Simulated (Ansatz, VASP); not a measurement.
# GaAs: VASP beside Ansatz

INCAR

```
  ALGO = Normal
  EDIFF = 1E-8
  ENCUT = 520
  GGA = PE
  ISIF = 2
  ISMEAR = -1
  LASPH = T
  LCHARG = F
  LEFG = T
  LREAL = F
  LWAVE = F
  NBANDS = 16
  NELM = 100
  PREC = Accurate
  SIGMA = 0.05
```

File KPOINTS:

```
k-points
0
Gamma
  11 11 11
```

The input POSCAR:

```
GaAs
1.0
    0.0000000000      2.8640496607      2.8640496607
    2.8640496607      0.0000000000      2.8640496607
    2.8640496607      2.8640496607      0.0000000000
Ga As
1 1
Direct
    0.0000000000      0.0000000000      0.0000000000
    0.7500000000      0.7500000000      0.7500000000
```

Input for Ansatz:

```yaml
crystal:
  lattice:
    - [0.0, 2.8640496607, 2.8640496607]
    - [2.8640496607, 0.0, 2.8640496607]
    - [2.8640496607, 2.8640496607, 0.0]
  atoms:
    - { symbol: Ga, position: [0.0, 0.0, 0.0] }
    - { symbol: As, position: [0.75, 0.75, 0.75] }
kpoints:
  mp_grid: { grid: [11, 11, 11] }
scf:
  occupations: { method: fermi_dirac, width: 0.05 }
hamiltonian:
  xc: pbe
  pseudopotentials: { kind: paw }
output:
  forces: true
  stress: true
  eigenvalues: true
  efg: { contact_densities: true }
```

Change from the starting cell: volume scaled by 1.04, PAW files.

Alike in both runs: task electric field gradients; functional PBE; k mesh 11 × 11 × 11; occupations fermi-dirac, width 0.05 eV; no spin polarisation.

|  | VASP | Ansatz |
| --- | --- | --- |
| version | VASP 6.6.1 | Ansatz 0.2.0 |
| potentials or method | VASP PAW PBE potentials, release 64 (Ga_d, As) | PAW with Ansatz's default frozen-core files, scalar-relativistic |
| plane-wave cutoff (eV) | 520 | 420 |
| valence electrons in the cell | 18 | 28 |

|  | VASP | Ansatz | Ansatz less VASP |
| --- | --- | --- | --- |
| pressure (GPa) | 0.7 | 0.6 | -0.18 |

The functional is the same, so the differences come from potentials, cutoffs and numerics. VASP's potentials hold 18 valence electrons a cell and Ansatz's 28, so a difference there can come from the potentials and not from the codes.
